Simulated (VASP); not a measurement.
Set up this calculation in VASP 6.6.1, as the native input.

| Quantity | Value |
| --- | --- |
| Task | single point |
| Functional | r2SCAN |
| Potentials or basis | VASP PAW PBE potentials, release 64 (Nb_sv, Sb) |
| Cutoff | 520 eV |
| k mesh | 10 × 10 × 10 |
| Occupations | gaussian, width 0.05 eV |
| Spin | no spin polarisation |
| Dipole correction | no |
| Further INCAR settings | ALGO = Normal; EDIFF = 1e-06; NBANDS = 16 |

Crystal: NbSb.

```
CELL_PARAMETERS angstrom
0.00000 3.11342 3.11342
3.11342 0.00000 3.11342
3.11342 3.11342 0.00000
ATOMIC_POSITIONS crystal
Nb 0.00000 0.00000 0.00000
Sb 0.25000 0.25000 0.25000
```

These files were run (other wordings do the same):

POSCAR

```
NbSb
1.0
    0.0000000000      3.1134155386      3.1134155386
    3.1134155386      0.0000000000      3.1134155386
    3.1134155386      3.1134155386      0.0000000000
Nb Sb
1 1
Direct
    0.0000000000      0.0000000000      0.0000000000
    0.2500000000      0.2500000000      0.2500000000
```

INCAR.step1

```
SYSTEM = NbSb
ALGO = Normal
EDIFF = 1E-4
ENCUT = 520
GGA = PE
ISMEAR = 0
LASPH = .True.
LCHARG = .False.
LREAL = .False.
LWAVE = .True.
NBANDS = 16
NELM = 100
PREC = Accurate
SIGMA = 0.05
```

INCAR.step2

```
SYSTEM = NbSb
ALGO = Normal
EDIFF = 1E-6
ENCUT = 520
ISIF = 2
ISMEAR = 0
ISTART = 1
LASPH = .True.
LCHARG = .False.
LMIXTAU = .True.
LREAL = .False.
LWAVE = .False.
METAGGA = R2SCAN
NBANDS = 16
NELM = 100
PREC = Accurate
SIGMA = 0.05
```

KPOINTS

```
k-points
0
Gamma
  10 10 10
  0 0 0
```

Potentials or basis: VASP PAW PBE potentials, release 64 (Nb_sv, Sb).

The run is started by

```console
$ cat potpaw_PBE.64/Nb_sv/POTCAR potpaw_PBE.64/Sb/POTCAR > POTCAR
$ cp INCAR.step1 INCAR
$ mpirun -np 1 vasp_std > vasp.out
$ cp INCAR.step2 INCAR
$ mpirun -np 1 vasp_std > vasp.out
```

Results of the run:

The pressure is 1.5 GPa and the band gap on the k mesh is zero (bands 9 and 10 overlap by 0.37 eV).

Caveat: the PAW data sets were made with another functional, which shifts forces and pressure a little; spin-orbit coupling is left out, which moves the levels of the heavy elements.

Wall time 2.3 min on 1 thread of Intel(R) Xeon(R) Platinum 8488C (Sapphire Rapids) (shared host), peak memory 0.24 GiB.
